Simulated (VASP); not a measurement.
Set up this calculation in VASP 6.6.1, as the native input.

```
Task                   : single point
Functional             : PBE
Potentials or basis    : VASP PAW PBE potentials, release 64 (Sr_sv, Au, N)
Cutoff                 : 520 eV
k mesh                 : 4 × 4 × 4
Occupations            : gaussian, width 0.1 eV
Spin                   : no spin polarisation
Dipole correction      : no
Further INCAR settings : ALGO = Normal; EDIFF = 1e-06; NBANDS = 24
```

The structure of SrAuN2 lies in POSCAR:

```
SrAuN2
1.0
    3.8889156800      0.0000000000      0.0000000000
    0.0000000000      3.8889156800      0.0000000000
    0.0000000000      0.0000000000      3.8045776100
Sr Au N
1 1 2
Direct
    0.5000000000      0.5000000000      0.0000000000
    0.0000000000      0.0000000000      0.0000000000
    0.0000000000      0.5000000000      0.5000000000
    0.5000000000      0.0000000000      0.5000000000
```

The input as run:

INCAR

```
PREC = Accurate
ENCUT = 520
EDIFF = 1E-6
ISMEAR = 0
SIGMA = 0.1
LREAL = F
LASPH = T
NELM = 60
ALGO = Normal
ISIF = 2
LWAVE = F
LCHARG = T
GGA = PE
LELF = T
LVHAR = T
NBANDS = 24
```

KPOINTS

```
regular mesh
0
Gamma
  4 4 4
```

Potentials or basis: VASP PAW PBE potentials, release 64 (Sr_sv, Au, N).

The run is started by

```bash
$ cat potpaw_PBE.64/Sr_sv/POTCAR potpaw_PBE.64/Au/POTCAR potpaw_PBE.64/N/POTCAR > POTCAR
$ mpirun -np 1 vasp_std > vasp.out
```

It gave:

| Quantity | Value |
| --- | --- |
| Pressure | 9.4 GPa |

Caveat: the k points lie up to 0.41 Å⁻¹ apart.

It used 41 s of CPU time on 1 thread of AMD EPYC 7R13 Processor (Zen 3) (shared host).
